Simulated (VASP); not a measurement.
# Ge (P6/mmm) in VASP: a series of runs

The runs below take Ge through single point, relaxation of cell and atoms, with BLYP.

All numbers are computed with VASP 6.6.1; they aren't measurements. Logs are shortened: lines on timing, memory, paths and dates and some standing lists are left out, and cuts for length are marked.

### Step 1. The cell of the first run

Symmetry: P6/mmm, No. 191, hexagonal system. Conventional cell: a = 5.070 Å, b = 5.070 Å, c = 2.909 Å, α = 90.00°, β = 90.00°, γ = 120.00°. Within 3.8 Å of Ge (site symmetry 6/mmm) lie 14 Ge at 2.91 to 3.27 Å. Within 3.8 Å of Ge (site symmetry -6m2) lie 11 Ge at 2.91 to 3.27 Å.

This isn't the form of Ge at room conditions, which is diamond.

### Step 2. Single point, BLYP

File INCAR:

```
SYSTEM = Ge
AGGAC    = 1.0          
AGGAX    = 1.0          
ALDAC    = 0.0          
ALDAX    = 1.0          
ALGO     = Normal         ! electronic algorithm
EDIFF    = 1E-7           ! SCF threshold, eV
ENCUT    = 520            ! plane-wave cutoff, eV
GGA      = B5             ! functional
ISIF     = 2              ! what is computed and relaxed
ISMEAR   = -1             ! smearing method
LASPH    = .True.         ! aspherical terms in the spheres
LCHARG   = .False.        ! write CHGCAR
LREAL    = .False.        ! projectors in reciprocal space
LWAVE    = .False.        ! write WAVECAR
NBANDS   = 28             ! bands
NELM     = 100            ! most SCF steps
PREC     = Accurate       ! precision mode
SIGMA    = 0.1            ! smearing width, eV
```

File KPOINTS:

```
k-points
0
Gamma
  10 10 14
  0 0 0
```

File POSCAR:

```
Ge
1.0
    5.0703815699      0.0000000000      0.0000000000
   -2.5351907850      4.3910792464      0.0000000000
    0.0000000000      0.0000000000      2.9093536614
Ge
3
Direct
    0.0000000000      0.0000000000      0.0000000000
    0.3333333333      0.6666666667      0.5000000000
    0.6666666667      0.3333333333      0.5000000000
```

Potentials or basis: VASP PAW PBE potentials, release 64 (Ge_d).

Command:

```sh
$ cat potpaw_PBE.64/Ge_d/POTCAR > POTCAR
$ mpirun -np 1 vasp_std > vasp.out
```

OUTCAR:

```text
SYSTEM = Ge
   EDIFF = 1E-7
   ENCUT = 520
   GGA = B5
   ISIF = 2
   ISMEAR = -1
   LASPH = .True.
   LREAL = .False.
   NELM = 100
   PREC = Accurate

 ion  position               nearest neighbor table
   1  0.000  0.000  0.000-
   2  0.333  0.667  0.500-
   3  0.667  0.333  0.500-

  LATTYP: Found a hexagonal cell.
 ALAT       =     5.0703815699
 C/A-ratio  =     0.5737938302

  Lattice vectors:

 A1 = (   5.0703815699,   0.0000000000,   0.0000000000)
 A2 = (  -2.5351907850,   4.3910792464,   0.0000000000)
 A3 = (   0.0000000000,   0.0000000000,   2.9093536614)

Analysis of symmetry for initial positions (statically):
=====================================================================
 Subroutine PRICEL returns:
 Original cell was already a primitive cell.

 Routine SETGRP: Setting up the symmetry group for a
 hexagonal supercell.

 Subroutine GETGRP returns: Found 24 space group operations
 (whereof 24 operations were pure point group operations)
 out of a pool of 24 trial point group operations.

The static configuration has the point symmetry D_6h.

Analysis of symmetry for dynamics (positions and initial velocities):
=====================================================================
 Subroutine PRICEL returns:
 Original cell was already a primitive cell.

 Routine SETGRP: Setting up the symmetry group for a
 hexagonal supercell.

 Subroutine GETGRP returns: Found 24 space group operations
 (whereof 24 operations were pure point group operations)
 out of a pool of 24 trial point group operations.

The dynamic configuration has the point symmetry D_6h.

 Subroutine INISYM returns: Found 24 space group operations
 (whereof 24 operations are pure point group operations),
 and found     1 'primitive' translations

----------------------------------------------------------------------------------------

                                     Primitive cell

  volume of cell :      64.7752

  direct lattice vectors                    reciprocal lattice vectors
     5.070381570  0.000000000  0.000000000     0.197223816  0.113867223  0.000000000
    -2.535190785  4.391079246  0.000000000     0.000000000  0.227734446  0.000000000
     0.000000000  0.000000000  2.909353661     0.000000000  0.000000000  0.343718955

  length of vectors
     5.070381570  5.070381570  2.909353661     0.227734446  0.227734446  0.343718955

  position of ions in fractional coordinates (direct lattice)
     0.000000000  0.000000000  0.000000000
     0.333333333  0.666666667  0.500000000
     0.666666667  0.333333333  0.500000000

  ion indices of the primitive-cell ions
   primitive index   ion index
                 1           1
                 2           2
                 3           3

----------------------------------------------------------------------------------------

 KPOINTS: k-points

Automatic generation of k-mesh.
 Grid dimensions read from file:
 generate k-points for:   10   10   14

 Generating k-lattice:

  Cartesian coordinates                     Fractional coordinates (reciprocal lattice)
     0.019722382  0.011386722  0.000000000     0.100000000  0.000000000  0.000000000
     0.000000000  0.022773445  0.000000000     0.000000000  0.100000000  0.000000000
     0.000000000  0.000000000  0.024551354     0.000000000  0.000000000  0.071428571

  Length of vectors
     0.022773445  0.022773445  0.024551354

  Shift w.r.t. Gamma in fractional coordinates (k-lattice)
     0.000000000  0.000000000  0.000000000

 Subroutine IBZKPT returns following result:
 ===========================================

 Found    112 irreducible k-points:

 Following reciprocal coordinates:
            Coordinates               Weight
  0.000000  0.000000  0.000000      1.000000
  0.100000 -0.000000  0.000000      6.000000
  0.200000 -0.000000  0.000000      6.000000
  0.300000  0.000000  0.000000      6.000000
  0.400000  0.000000  0.000000      6.000000
  0.500000  0.000000  0.000000      3.000000
[... 16 lines left out ...]
  0.300000  0.100000  0.071429     24.000000
  0.400000  0.100000  0.071429     24.000000
 [... further k-points ...]
   k-points           NKPTS =    112   k-points in BZ     NKDIM =    112   number of bands    NBANDS=     28
   number of dos      NEDOS =    301   number of ions     NIONS =      3
   total plane-waves  NPLWV =  38400
   dimension x,y,z NGX =    40 NGY =   40 NGZ =   24
   dimension x,y,z NGXF=    80 NGYF=   80 NGZF=   48
   ions per type =               3
   NGX,Y,Z   is equivalent  to a cutoff of  13.12, 13.12, 13.71 a.u.
   NGXF,Y,Z  is equivalent  to a cutoff of  26.23, 26.23, 27.43 a.u.
 SYSTEM =  Ge
   PREC   = accura    normal or accurate (medium, high low for compatibility)
   ISTART =      0    job   : 0-new  1-cont  2-samecut
   ICHARG =      2    charge: 1-file 2-atom 10-const
   ISPIN  =      1    spin polarized calculation?
   LNONCOLLINEAR =      F non collinear calculations
   LSORBIT =      F    spin-orbit coupling
   LASPH  =      T    aspherical Exc in radial PAW
   ENCUT  =  520.0 eV  38.22 Ry    6.18 a.u.   9.43  9.43  5.41*2*pi/ulx,y,z
   NELM   =    100;   NELMIN=  2; NELMDL= -5     # of ELM steps
   EDIFF  = 0.1E-06   stopping-criterion for ELM
   LREAL  =      F    real-space projection
   EDIFFG = 0.1E-05   stopping-criterion for IOM
   NSW    =      0    number of steps for IOM
   IBRION =     -1    ionic relax: 0-MD 1-quasi-New 2-CG
   NFREE  =      0    steps in history (QN), initial steepest desc. (CG)
   ISIF   =      2    stress and relaxation
   ISYM   =      2    0-nonsym 1-usesym 2-fastsym
   POTIM  = 0.5000    time-step for ionic-motion
   TEBEG  =    0.0;   TEEND  =   0.0 temperature during run
   PSTRESS=    0.0 pullay stress
   NELECT =      42.0000    total number of electrons
   NUPDOWN=      -1.0000    fix difference up-down
   EMIN   =  10.00;   EMAX   =-10.00  energy-range for DOS
   EFERMI =   0.00;   METHOD = LEGACY
   ISMEAR =    -1;   SIGMA  =   0.10  broadening in eV -4-tet -1-fermi 0-gaus
   EFERMI_NEDOS =   21; number of points for ismear=-14 and -15
   IALGO  =     38    algorithm
   IMIX   =      4    mixing-type and parameters
     AMIX     =   0.40;   BMIX     =  1.00
     AMIX_MAG =   1.60;   BMIX_MAG =  1.00
  volume/ion in A,a.u.               =      21.59       145.71
  Fermi-wavevector in a.u.,A,eV,Ry     =   1.416952  2.677651 27.317135  2.007753
  Thomas-Fermi vector in A             =   2.538233
   LORBIT       =      0    0 simple, 1 ext, 2 COOP (PROOUT), +10 PAW based schemes
   GGA     = B5    functional components
   LHFCALC =     F    Hartree Fock is set to
   AEXX    =    0.0000 exact exchange contribution
   IVDW    =     0    specifies the selected vdW correction
   LEPSILON=     F    determine dielectric tensor
   LRPA    =     F    only Hartree local field effects (RPA)
 non-spin polarized calculation
  energy-cutoff  :      520.00
  volume of cell :       64.78
 maximum number of plane-waves:      1766
 NGX is ok and might be reduce to    40
   NGX = 19   NGY = 19   NGZ = 11

 number of electron      42.0000019 magnetization

 Free energy of the ion-electron system (eV)
  ---------------------------------------------------
  ext. energy  EPLUGINS =         0.00000000
  ---------------------------------------------------
  free energy    TOTEN  =       -10.03134628 eV

  energy without entropy =       -9.98114525  energy(sigma->0) =      -10.00624577

 E-fermi :   5.8174     XC(G=0): -10.0291

 val. band max:        5.8080705009   @ k =   0.2000   0.2000   0.4286
 cond. band min:       5.8239506711   @ k =   0.1000  -0.0000   0.5000
 fundamental gap:      0.0158801702
 Fermi energy:         5.8174018946

 k-point     1 :       0.0000    0.0000    0.0000
  band No.  band energies     occupation
      1     -19.0540      2.00000
      2     -19.0164      2.00000
      3     -19.0164      2.00000
      4     -18.9772      2.00000
      5     -18.9772      2.00000
      6     -18.7976      2.00000
[... 20 lines left out ...]
     27      14.3794      0.00000
     28      14.5243      0.00000

 k-point     2 :       0.1000   -0.0000    0.0000
  band No.  band energies     occupation
      1     -19.0540      2.00000
      2     -19.0165      2.00000
      3     -19.0165      2.00000
      4     -18.9772      2.00000
      5     -18.9771      2.00000
      6     -18.7972      2.00000
[... 20 lines left out ...]
     27      14.2782      0.00000
     28      14.6030      0.00000

 k-point     3 :       0.2000   -0.0000    0.0000
  band No.  band energies     occupation
      1     -19.0539      2.00000
      2     -19.0167      2.00000
      3     -19.0167      2.00000
      4     -18.9773      2.00000
      5     -18.9771      2.00000
      6     -18.7959      2.00000
[... 20 lines left out ...]
     27      14.0540      0.00000
     28      14.8198      0.00000

 k-point     4 :       0.3000    0.0000    0.0000
  band No.  band energies     occupation
      1     -19.0537      2.00000
      2     -19.0170      2.00000
      3     -19.0169      2.00000
      4     -18.9774      2.00000
      5     -18.9769      2.00000
      6     -18.7938      2.00000
[... 578 lines left out ...]
     27      13.0098      0.00000
     28      16.1936      0.00000

 k-point    23 :       0.3000    0.1000    0.0714
  band No.  band energies     occupation
      1     -19.0480      2.00000
      2     -19.0170      2.00000
      3     -19.0169      2.00000
      4     -18.9794      2.00000
      5     -18.9790      2.00000
      6     -18.7870      2.00000
[... 20 lines left out ...]
     27      12.7950      0.00000
     28      16.1267      0.00000

 k-point    24 :       0.4000    0.1000    0.0714
  band No.  band energies     occupation
      1     -19.0480      2.00000
      2     -19.0172      2.00000
      3     -19.0170      2.00000
      4     -18.9794      2.00000
      5     -18.9789      2.00000
      6     -18.7841      2.00000
[... 20 lines left out ...]
     27      12.6801      0.00000
     28      14.7787      0.00000

 [... further k-points ...]

------------------------ aborting loop because EDIFF is reached ----------------------------------------

  FORCE on cell =-STRESS in cart. coord.  units (eV):
  Direction    XX          YY          ZZ          XY          YZ          ZX
  --------------------------------------------------------------------------------------
  -------------------------------------------------------------------------------------
  Total        0.0724562      0.0724562      0.0280011     -0.0000000      0.0000000      0.0000000
  in kB        1.7921645      1.7921645      0.6925929     -0.0000000      0.0000000      0.0000000
  external PRESSURE =       1.4256407 kB  Pullay stress =       0.0000000 kB

 VOLUME and BASIS-vectors are now :
 -----------------------------------------------------------------------------
  energy-cutoff  :      520.00
  volume of cell :       64.78
      direct lattice vectors                 reciprocal lattice vectors
     5.070381570  0.000000000  0.000000000     0.197223816  0.113867223  0.000000000
    -2.535190785  4.391079246  0.000000000     0.000000000  0.227734446  0.000000000
     0.000000000  0.000000000  2.909353661     0.000000000  0.000000000  0.343718955

 POSITION                                       TOTAL-FORCE (eV/Angst)
 -----------------------------------------------------------------------------------
      0.00000      0.00000      0.00000        -0.000000      0.000000      0.000000
     -0.00000      2.92739      1.45468        -0.000000     -0.000000      0.000000
      2.53519      1.46369      1.45468         0.000000      0.000000      0.000000
 -----------------------------------------------------------------------------------
    total drift:                               -0.000000      0.000000      0.000000

  FREE ENERGIE OF THE ION-ELECTRON SYSTEM (eV)
  ---------------------------------------------------
  free  energy   TOTEN  =       -10.0313462808 eV

  energy  without entropy=       -9.9811452513  energy(sigma->0) =      -10.00624577
```

Run time: 76 s. Hardware: 1 thread of Intel Xeon 6975P-C (Granite Rapids), shared host; peak memory 0.28 GiB.

Results:

| Item | Value |
| --- | --- |
| Free energy | -10.0313 eV |
| Pressure | 0.1 GPa |
| Band gap on the k mesh | zero (bands 21 and 22 overlap by 4.31 eV) |

Stress tensor (GPa, compression positive):
```
0.18 0.00 0.00
0.00 0.18 0.00
0.00 0.00 0.07
```

Levels at points of the mesh, in eV from the Fermi level:
| k point | band 19 | band 20 | band 21 | band 22 | band 23 | band 24 |
| --- | --- | --- | --- | --- | --- | --- |
| (0.00, 0.00, 0.00) | -2.63 | -2.63 | -2.54 | -2.54 | 4.49 | 7.18 |
| (0.50, 0.00, 0.00) | -4.53 | 0.59 | 0.68 | 2.61 | 3.02 | 3.92 |
| (0.00, 0.00, 0.50) | -2.02 | -1.45 | -0.64 | -0.21 | -0.21 | 1.16 |
| (0.50, 0.00, 0.50) | -3.95 | -2.93 | -1.85 | -1.15 | 0.57 | 3.31 |

Caveat: the PAW data sets were made with another functional, which shifts forces and pressure a little.

### Step 3. Relaxation of cell and atoms, BLYP

This run uses another cell than the first one, of 19.24 Å³/atom.

File INCAR:

```
AGGAC = 1.0
AGGAX = 1.0
ALDAC = 0.0
ALDAX = 1.0
ALGO = Normal
EDIFF = 1E-7
EDIFFG = -0.01
ENCUT = 600
GGA = B5
IBRION = 2
ISIF = 3
ISMEAR = -1
LASPH = T
LCHARG = F
LREAL = F
LWAVE = F
NELM = 80
NSW = 80
PREC = Accurate
SIGMA = 0.1
```

File KPOINTS:

```
k-points
0
Gamma
  8 8 11
```

File POSCAR:

```
Ge
1.0
    4.7727297598      0.0000000000      0.0000000000
   -2.3863648799      4.1333052174      0.0000000000
    0.0000000000      0.0000000000      2.9256833427
Ge
3
Direct
    0.0000000000      0.0000000000      0.0000000000
    0.3333333333      0.6666666667      0.5000000000
    0.6666666667      0.3333333333      0.5000000000
```

Potentials or basis: VASP PAW PBE potentials, release 64 (Ge_d).

Command:

```sh
$ cat potpaw_PBE.64/Ge_d/POTCAR > POTCAR
$ mpirun -np 1 vasp_std > vasp.out
```

It took 4.7 min on 1 thread of Intel Xeon 6975P-C (Granite Rapids), shared host; peak memory 0.24 GiB.

It converged, with:

```yaml
Free_energy: -10.0419 eV
Relaxed_volume: 21.62 Å³/atom
Relaxed_cell: a = 5.073 Å, b = 5.073 Å, c = 2.910 Å, α = 90.00°, β = 90.00°, γ = 120.00°
Space_group_after_relaxing_to_0.1_Å: P6/mmm (No. 191)
Energy_gained_by_relaxing: 65.0 meV/atom
Ionic_steps: 8
Pressure_after_relaxing: 0.0 GPa
Band_gap_on_the_k_mesh: zero (bands 21 and 22 overlap by 4.05 eV)
```

Step by step:
```csv
step,energy change (eV),largest force (eV/Å),pressure (GPa),volume (Å³)
1,0.0000,0.0000,7.66,57.72
2,-0.1817,0.0000,-0.36,65.73
3,-0.1817,0.0000,-0.22,65.56
4,-0.1881,0.0000,-0.19,65.41
5,-0.1946,0.0000,-0.15,65.10
6,-0.1948,0.0000,-0.08,65.02
7,-0.1949,0.0000,-0.10,65.03
8,-0.1949,0.0000,0.01,64.86
```

Final structure:
```
Ge
1.0
     5.07290    0.00000    0.00000
    -2.53645    4.39326    0.00000
     0.00000    0.00000    2.91025
Ge
3
Direct
  0.00000 0.00000 0.00000
  0.33333 0.66667 0.50000
  0.66667 0.33333 0.50000
```

Levels at points of the mesh, in eV from the Fermi level:
```tsv
k point	band 17	band 18	band 19	band 20	band 21	band 22	band 23	band 24	band 25
(0.00, 0.00, 0.00)	-7.01	-6.69	-2.61	-2.61	-2.52	-2.52	4.51	7.19	7.19
(0.50, 0.00, 0.00)	-10.22	-7.75	-4.51	0.61	0.70	2.63	3.03	3.93	6.10
```

Caveat: the PAW data sets were made with another functional, which shifts forces and pressure a little.
